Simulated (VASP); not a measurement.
# LiB108N108 (a cell with a defect) in VASP: notebook

Runs on LiB108N108 (a cell with a defect). Level: PBE. Tasks: single point.

Everything below comes from runs of VASP 6.6.1. Logs are shortened: lines on timing, memory, paths and dates and some standing lists are left out, and cuts for length are marked.

## (1) The cell of the first run

The cell holds a defect, 217 atoms: a = 12.930 Å, b = 12.930 Å, c = 12.991 Å, α = 90.00°, β = 90.00°, γ = 120.00°.

## (2) Single point, PBE

INCAR reads:

```
SYSTEM = LiB108N108
  PREC = Accurate
  ENCUT = 520
  EDIFF = 1E-6
  ISMEAR = -1
  SIGMA = 0.01
  LREAL = Auto
  LASPH = .True.
  NELM = 80
  ALGO = Normal
  ISIF = 2
  LWAVE = .False.
  LCHARG = .False.
  GGA = PE
  NELECT = 866.0
  NBANDS = 548
  LUSENCCL = .False.
```

KPOINTS reads:

```
Automatic mesh
0
Gamma
  1 1 1
  0 0 0
```

POSCAR reads:

```
LiB108N108
1.0
   11.1975469300      6.4649067300      0.0000000000
  -11.1975469300      6.4649067300      0.0000000000
    0.0000000000      0.0000000000     12.9909657500
B N Li
108 108 1
Direct
   -0.0002891623      0.2210177914      0.1259513751
    0.1107988761      0.1098517937      0.1254946731
    0.2220796879     -0.0010862444      0.1263141657
    0.0001284351      0.1123194362      0.3747290304
    0.1111432603      0.0010919243      0.3740850444
    0.2221105232      0.2231200300      0.3760187729
[... 209 lines left out ...]
    0.8890354754      0.8892746349      0.6261209641
    0.5978279132      0.6434786261      0.2479189817
```

Potentials or basis: VASP PAW PBE potentials, release 64 (B, N, Li_sv).

On the command line:

```sh
> cat potpaw_PBE.64/B/POTCAR potpaw_PBE.64/N/POTCAR potpaw_PBE.64/Li_sv/POTCAR > POTCAR
> mpirun -np 1 vasp_gam > vasp.out
```

OUTCAR:

```text
SYSTEM = LiB108N108
   PREC = Accurate
   ENCUT = 520
   EDIFF = 1E-6
   ISMEAR = -1
   LREAL = Auto
   LASPH = .True.
   NELM = 80
   ISIF = 2
   GGA = PE
   NELECT = 866.0

 ion  position               nearest neighbor table
   1  1.000  0.221  0.126- 186 1.44 112 1.44 125 1.44
   2  0.111  0.110  0.125- 113 1.44 112 1.44 114 1.44
   3  0.222  0.999  0.126- 138 1.44 148 1.44 113 1.44
   4  0.000  0.112  0.375- 109 1.44 110 1.44 183 1.44
   5  0.111  0.001  0.374- 111 1.44 110 1.44 133 1.44
   6  0.222  0.223  0.376- 110 1.44 145 1.44 123 1.44
[... 45 lines left out ...]
  52  0.332  0.445  0.384- 123 1.43 157 1.44 158 1.44
  53  0.444  0.333  0.381- 145 1.43 159 1.43 158 1.44
  54  0.554  0.554  0.397- 158 1.43 193 1.44 171 1.46 217 2.18
  55  0.333  0.556  0.628- 132 1.44 166 1.44 179 1.44
  56  0.444  0.445  0.628- 167 1.44 166 1.44 168 1.44
  57  0.556  0.334  0.626- 156 1.44 167 1.44 202 1.44
  58  0.333  0.444  0.872- 129 1.44 163 1.44 164 1.44
  59  0.445  0.333  0.873- 151 1.44 165 1.44 164 1.44
  60  0.556  0.555  0.871- 164 1.44 199 1.44 177 1.44
  61  0.333  0.888  0.125- 138 1.44 149 1.44 172 1.44
  62  0.444  0.777  0.117- 172 1.43 174 1.43 173 1.45
  63  0.554  0.666  0.099- 173 1.43 208 1.44 162 1.45 217 2.08
  64  0.333  0.779  0.378- 169 1.43 135 1.44 170 1.44
  65  0.443  0.668  0.387- 170 1.43 157 1.43 171 1.46
  66  0.555  0.890  0.381- 147 1.43 170 1.44 205 1.44
  67  0.333  0.889  0.625- 144 1.44 155 1.44 178 1.44
  68  0.445  0.778  0.627- 178 1.44 180 1.44 179 1.44
  69  0.556  0.667  0.629- 179 1.44 214 1.44 168 1.44
[... 90 lines left out ...]
 160  0.333  0.443  0.117-  50 1.43  49 1.44  15 1.44
 161  0.444  0.332  0.119-  50 1.43  51 1.44  37 1.44
 162  0.555  0.555  0.109-  63 1.45  50 1.46  85 1.46 217 2.06
 163  0.333  0.555  0.872-  71 1.44  58 1.44  24 1.44
 164  0.445  0.444  0.872-  60 1.44  58 1.44  59 1.44
 165  0.556  0.333  0.873-  94 1.44  59 1.44  48 1.44
 166  0.333  0.445  0.627-  56 1.44  55 1.44  21 1.44
 167  0.445  0.334  0.627-  56 1.44  57 1.44  43 1.44
 168  0.556  0.556  0.628-  69 1.44  91 1.44  56 1.44
 169  0.333  0.890  0.375-  64 1.43  41 1.44  30 1.44
 170  0.444  0.779  0.382-  65 1.43  66 1.44  64 1.44
 171  0.555  0.667  0.391-  65 1.46  54 1.46 100 1.46 217 2.01
 172  0.333  0.777  0.123-  62 1.43  27 1.44  61 1.44
 173  0.444  0.666  0.109-  63 1.43  49 1.45  62 1.45
 174  0.555  0.888  0.120-  97 1.43  62 1.43  39 1.44
 175  0.333  0.889  0.875-  70 1.44  47 1.44  36 1.44
 176  0.445  0.778  0.873-  71 1.44  72 1.44  70 1.44
 177  0.556  0.666  0.872-  60 1.44 106 1.44  71 1.44
[... 37 lines left out ...]
 215  0.778  0.667  0.627-  91 1.44 104 1.44 105 1.44
 216  0.889  0.889  0.626- 104 1.44  81 1.44  31 1.44
 217  0.598  0.643  0.248- 171 2.01 162 2.06  63 2.08  54 2.18

  LATTYP: Found a hexagonal cell.
 ALAT       =    12.9298134664
 C/A-ratio  =     1.0047295565

  Lattice vectors:

 A1 = (  11.1975469300,   6.4649067300,   0.0000000000)
 A2 = ( -11.1975469300,   6.4649067300,   0.0000000000)
 A3 = (   0.0000000000,   0.0000000000,  12.9909657500)

Analysis of symmetry for initial positions (statically):
=====================================================================
 Subroutine PRICEL returns:
 Original cell was already a primitive cell.

 Routine SETGRP: Setting up the symmetry group for a
 hexagonal supercell.

 Subroutine GETGRP returns: Found  1 space group operations
 (whereof  1 operations were pure point group operations)
 out of a pool of 24 trial point group operations.

The static configuration has the point symmetry C_1 .

Analysis of symmetry for dynamics (positions and initial velocities):
=====================================================================
 Subroutine PRICEL returns:
 Original cell was already a primitive cell.

 Routine SETGRP: Setting up the symmetry group for a
 hexagonal supercell.

 Subroutine GETGRP returns: Found  1 space group operations
 (whereof  1 operations were pure point group operations)
 out of a pool of 24 trial point group operations.

The dynamic configuration has the point symmetry C_1 .

 Subroutine INISYM returns: Found  1 space group operations
 (whereof  1 operations are pure point group operations),
 and found     1 'primitive' translations

----------------------------------------------------------------------------------------

                                     Primitive cell

  volume of cell :    1880.8605

  direct lattice vectors                    reciprocal lattice vectors
    11.197546930  6.464906730  0.000000000     0.044652637  0.077340636 -0.000000000
   -11.197546930  6.464906730  0.000000000    -0.044652637  0.077340636  0.000000000
     0.000000000  0.000000000 12.990965750     0.000000000 -0.000000000  0.076976571

  length of vectors
    12.929813466 12.929813466 12.990965750     0.089305274  0.089305274  0.076976571

  position of ions in fractional coordinates (direct lattice)
     0.999710838  0.221017791  0.125951375
     0.110798876  0.109851794  0.125494673
     0.222079688  0.998913756  0.126314166
     0.000128435  0.112319436  0.374729030
     0.111143260  0.001091924  0.374085044
     0.222110523  0.223120030  0.376018773
[... 126 lines left out ...]
     0.999732946  0.889836114  0.375002451
     0.110820454  0.778695395  0.374126766
   k-points           NKPTS =      1   k-points in BZ     NKDIM =      1   number of bands    NBANDS=    548
   number of dos      NEDOS =    301   number of ions     NIONS =    217
   total plane-waves  NPLWV = 903168
   dimension x,y,z NGX =    96 NGY =   96 NGZ =   98
   dimension x,y,z NGXF=   192 NGYF=  192 NGZF=  196
   ions per type =             108 108   1
   NGX,Y,Z   is equivalent  to a cutoff of  12.34, 12.34, 12.54 a.u.
   NGXF,Y,Z  is equivalent  to a cutoff of  24.69, 24.69, 25.08 a.u.
 SYSTEM =  LiB108N108
   PREC   = accura    normal or accurate (medium, high low for compatibility)
   ISTART =      0    job   : 0-new  1-cont  2-samecut
   ICHARG =      2    charge: 1-file 2-atom 10-const
   ISPIN  =      1    spin polarized calculation?
   LNONCOLLINEAR =      F non collinear calculations
   LSORBIT =      F    spin-orbit coupling
   LASPH  =      T    aspherical Exc in radial PAW
   ENCUT  =  520.0 eV  38.22 Ry    6.18 a.u.  24.04 24.04 24.15*2*pi/ulx,y,z
   NELM   =     80;   NELMIN=  2; NELMDL= -5     # of ELM steps
   EDIFF  = 0.1E-05   stopping-criterion for ELM
   LREAL  =      T    real-space projection
   EDIFFG = 0.1E-04   stopping-criterion for IOM
   NSW    =      0    number of steps for IOM
   IBRION =     -1    ionic relax: 0-MD 1-quasi-New 2-CG
   NFREE  =      0    steps in history (QN), initial steepest desc. (CG)
   ISIF   =      2    stress and relaxation
   ISYM   =      2    0-nonsym 1-usesym 2-fastsym
   POTIM  = 0.5000    time-step for ionic-motion
   TEBEG  =    0.0;   TEEND  =   0.0 temperature during run
   PSTRESS=    0.0 pullay stress
   NELECT =     866.0000    total number of electrons
   NUPDOWN=      -1.0000    fix difference up-down
   EMIN   =  10.00;   EMAX   =-10.00  energy-range for DOS
   EFERMI =   0.00;   METHOD = LEGACY
   ISMEAR =    -1;   SIGMA  =   0.01  broadening in eV -4-tet -1-fermi 0-gaus
   EFERMI_NEDOS =   21; number of points for ismear=-14 and -15
   IALGO  =     38    algorithm
   IMIX   =      4    mixing-type and parameters
     AMIX     =   0.40;   BMIX     =  1.00
     AMIX_MAG =   1.60;   BMIX_MAG =  1.00
  volume/ion in A,a.u.               =       8.67        58.49
  Fermi-wavevector in a.u.,A,eV,Ry     =   1.264140  2.388879 21.742799  1.598051
  Thomas-Fermi vector in A             =   2.397461
   LORBIT       =      0    0 simple, 1 ext, 2 COOP (PROOUT), +10 PAW based schemes
   GGA     = PE    functional components
   LHFCALC =     F    Hartree Fock is set to
   AEXX    =    0.0000 exact exchange contribution
   IVDW    =     0    specifies the selected vdW correction
   LEPSILON=     F    determine dielectric tensor
   LRPA    =     F    only Hartree local field effects (RPA)
 non-spin polarized calculation
  energy-cutoff  :      520.00
  volume of cell :     1880.86
 maximum number of plane-waves:     25255
   NGX = 49   NGY = 49   NGZ = 49

 number of electron     866.0000031 magnetization

 Free energy of the ion-electron system (eV)
  ---------------------------------------------------
  ext. energy  EPLUGINS =         0.00000000
  ---------------------------------------------------
  free energy    TOTEN  =     -1901.78396892 eV

  energy without entropy =    -1901.78396892  energy(sigma->0) =    -1901.78396892

 E-fermi :   3.0894     XC(G=0): -10.2650

 val. band max:        2.6689549040   @ k =   0.0000   0.0000   0.0000
 cond. band min:       6.6841129088   @ k =   0.0000   0.0000   0.0000
 fundamental gap:      4.0151580049
 Fermi energy:         3.0894246099

 k-point     1 :       0.0000    0.0000    0.0000
  band No.  band energies     occupation
      1     -42.9792      2.00000
      2     -15.4699      2.00000
      3     -15.3562      2.00000
      4     -15.1186      2.00000
      5     -14.9383      2.00000
      6     -14.8665      2.00000
[... 437 lines left out ...]
    444       7.2732      0.00000
    445       7.3168      0.00000
 [bands above 445 left out]

------------------------ aborting loop because EDIFF is reached ----------------------------------------

  FORCE on cell =-STRESS in cart. coord.  units (eV):
  Direction    XX          YY          ZZ          XY          YZ          ZX
  --------------------------------------------------------------------------------------
  -------------------------------------------------------------------------------------
  Total      126.0190072    125.9707685     36.0114386     -0.0583717      0.1002525     -0.1322465
  in kB      107.3470336    107.3059423     30.6756988     -0.0497229      0.0853983     -0.1126518
  external PRESSURE =      81.7762249 kB  Pullay stress =       0.0000000 kB

 VOLUME and BASIS-vectors are now :
 -----------------------------------------------------------------------------
  energy-cutoff  :      520.00
  volume of cell :     1880.86
      direct lattice vectors                 reciprocal lattice vectors
    11.197546930  6.464906730  0.000000000     0.044652637  0.077340636 -0.000000000
   -11.197546930  6.464906730  0.000000000    -0.044652637  0.077340636  0.000000000
     0.000000000  0.000000000 12.990965750     0.000000000 -0.000000000  0.076976571

 POSITION                                       TOTAL-FORCE (eV/Angst)
 -----------------------------------------------------------------------------------
      8.71945      7.89190      1.63623         0.000509      0.000525      0.000590
      0.01060      1.42649      1.63030        -0.003261      0.004571     -0.001585
     -8.69864      7.89361      1.64094        -0.004658     -0.003838     -0.000033
     -1.25626      0.72696      4.86809        -0.003140     -0.002784     -0.000648
      1.23230      0.72559      4.85973        -0.000042     -0.002428     -0.000838
     -0.01130      2.87837      4.88485        -0.003678     -0.006910      0.000908
[... 209 lines left out ...]
     -0.00268     11.49661      8.13392         0.000234      0.000185     -0.000465
     -0.51118      8.02493      3.22071         0.324332      0.397575      0.026532
 -----------------------------------------------------------------------------------
    total drift:                                0.003454      0.011368     -0.003862

  FREE ENERGIE OF THE ION-ELECTRON SYSTEM (eV)
  ---------------------------------------------------
  free  energy   TOTEN  =     -1901.7839689229 eV

  energy  without entropy=    -1901.7839689229  energy(sigma->0) =    -1901.78396892
```

Wall time 3.9 min (1 × NVIDIA H100 80GB with 1 thread of AMD EPYC 7R13 (Zen 3), shared host); peak memory 2.2 GiB.

What came out:

```yaml
Free_energy: -1901.7840 eV
Largest_force: 0.514 eV/Å
```

Levels at points of the mesh, in eV from the Fermi level:
| k point | band 429 | band 430 | band 431 | band 432 | band 433 | band 434 | band 435 | band 436 | band 437 | band 438 |
| --- | --- | --- | --- | --- | --- | --- | --- | --- | --- | --- |
| (0.00, 0.00, 0.00) | -0.65 | -0.43 | -0.43 | -0.42 | -0.42 | 3.59 | 3.65 | 3.77 | 3.87 | 3.90 |

Caveat: the k points lie up to 0.56 Å⁻¹ apart; the cell carries a net charge on a neutralising background, which shifts energy and pressure; the cell is charged against a uniform background, so pressure and absolute levels hang on convention; the cutoff is under 1.25 times the usual one of these potentials, so pressure, stress and relaxed cells hold a basis-set (Pulay) error.

## (3) Single point, PBE

INCAR reads:

```
SYSTEM = LiB108N108
PREC = Accurate
ENCUT = 520
EDIFF = 1E-7
ISMEAR = -1
SIGMA = 0.01
LREAL = Auto
LASPH = .True.
NELM = 80
ALGO = Normal
ISIF = 2
LWAVE = .False.
LCHARG = .False.
GGA = PE
NBANDS = 548
NELECT = 866.0
LUSENCCL = .False.
```

KPOINTS reads:

```
regular mesh
0
Gamma
  1 1 1
  0 0 0
```

POSCAR reads:

```
LiB108N108
1.0
   11.1975469300      6.4649067300      0.0000000000
  -11.1975469300      6.4649067300      0.0000000000
    0.0000000000      0.0000000000     12.9909657500
B N Li
108 108 1
Direct
   -0.0000354174      0.2211290944      0.1260087996
    0.1110435070      0.1099451414      0.1255825034
    0.2223386110     -0.0009841414      0.1263344105
    0.0003403500      0.1123823899      0.3747772948
    0.1113773350      0.0011885581      0.3741490890
    0.2224179396      0.2232123100      0.3760968271
[... 209 lines left out ...]
    0.8887723930      0.8891542624      0.6262077167
    0.5130643358      0.6011071907      0.2479024317
```

Potentials or basis: VASP PAW PBE potentials, release 64 (B, N, Li_sv).

On the command line:

```sh
> cat potpaw_PBE.64/B/POTCAR potpaw_PBE.64/N/POTCAR potpaw_PBE.64/Li_sv/POTCAR > POTCAR
> mpirun -np 1 vasp_gam > vasp.out
```

It took 4 min on 1 × NVIDIA H100 80GB with 1 thread of AMD EPYC 7R13 (Zen 3), shared host; peak memory 2.2 GiB.

Results (log left out):

| Property | Result |
| --- | --- |
| Free energy | -1901.7854 eV |
| Largest force | 0.516 eV/Å |

Levels at points of the mesh, in eV from the Fermi level:
```
           k point  band 430  band 431  band 432  band 433  band 434  band 435  band 436  band 437
(0.00, 0.00, 0.00)     -0.42     -0.42     -0.41     -0.41      3.60      3.66      3.78      3.88
```

Caveat: the k points lie up to 0.56 Å⁻¹ apart; the cell carries a net charge on a neutralising background, which shifts energy and pressure; the cell is charged against a uniform background, so pressure and absolute levels hang on convention; the cutoff is under 1.25 times the usual one of these potentials, so pressure, stress and relaxed cells hold a basis-set (Pulay) error.
